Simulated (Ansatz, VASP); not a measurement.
**One calculation of PtSe2, two programs**

INCAR

```
SYSTEM = PtSe2
PREC = Accurate
ENCUT = 600
EDIFF = 1E-7
ISMEAR = 0
SIGMA = 0.1
LREAL = .False.
LASPH = .True.
NELM = 60
ALGO = Normal
ISIF = 3
LWAVE = .False.
LCHARG = .False.
GGA = PE
IBRION = 2
NSW = 90
EDIFFG = -0.04
```

KPOINTS

```
Automatic mesh
0
Gamma
  6 6 4
  0 0 0
```

POSCAR

```
PtSe2
1.0
    3.2972340360      0.0000000000      0.0000000000
    0.0000000000      3.2972340360      0.0000000000
    0.0000000000      0.0000000000      5.7064444731
Pt Se
1 2
Direct
    0.5000000000      0.5000000000      0.0000000000
    0.0000000000      0.0000000000      0.2675669129
    0.0000000000      0.0000000000      0.7324330871
```

Input for Ansatz:

```yaml
crystal:
  lattice:
    - [3.297234036, 0.0, 0.0]
    - [0.0, 3.297234036, 0.0]
    - [0.0, 0.0, 5.7064444731]
  atoms:
    - { symbol: Pt, position: [0.5, 0.5, 0.0] }
    - { symbol: Se, position: [0.0, 0.0, 0.2675669129] }
    - { symbol: Se, position: [0.0, 0.0, 0.7324330871] }
basis:
  ecutwfc: 420
kpoints:
  mp_grid: { grid: [6, 6, 4] }
hamiltonian:
  xc: pbe
scf:
  occupations: { method: gaussian, width: 0.1 }
  lower_state_search: "off"
output:
  forces: true
  stress: true
  eigenvalues: true
relax:
  adjacent_minimum: "off"
  f_tol: 0.04
  max_steps: 70
  cell: { stress_tol: 0.4 }
```

Alike in both runs: task relaxation of cell and atoms; functional PBE; k mesh 6 × 6 × 4; occupations gaussian, width 0.1 eV; no spin polarisation.

|  | VASP | Ansatz |
| --- | --- | --- |
| version | VASP 6.6.1 | Ansatz 0.2.0 |
| potentials or method | VASP PAW PBE potentials, release 64 (Pt, Se), cutoff 600 eV | scalar-relativistic, plane waves, PAW |
| valence electrons in the cell | 22 | 50 |

|  | VASP | Ansatz | Ansatz less VASP |
| --- | --- | --- | --- |
| gap on the k mesh at the Fermi level, each at its own relaxed structure (eV) | none | none | - |
| relaxed volume (Å³/atom) | 20.96 | 20.90 | -0.065 |
| relaxed cell length with the largest relative difference (Å) | 5.735 | 5.688 | -0.0471 |

A gap of «none» marks a metal or a gap that the smearing closes. VASP's potentials hold 22 valence electrons a cell and Ansatz's 50, so a difference there can come from the potentials and not from the codes.

Spin-orbit coupling is off throughout.
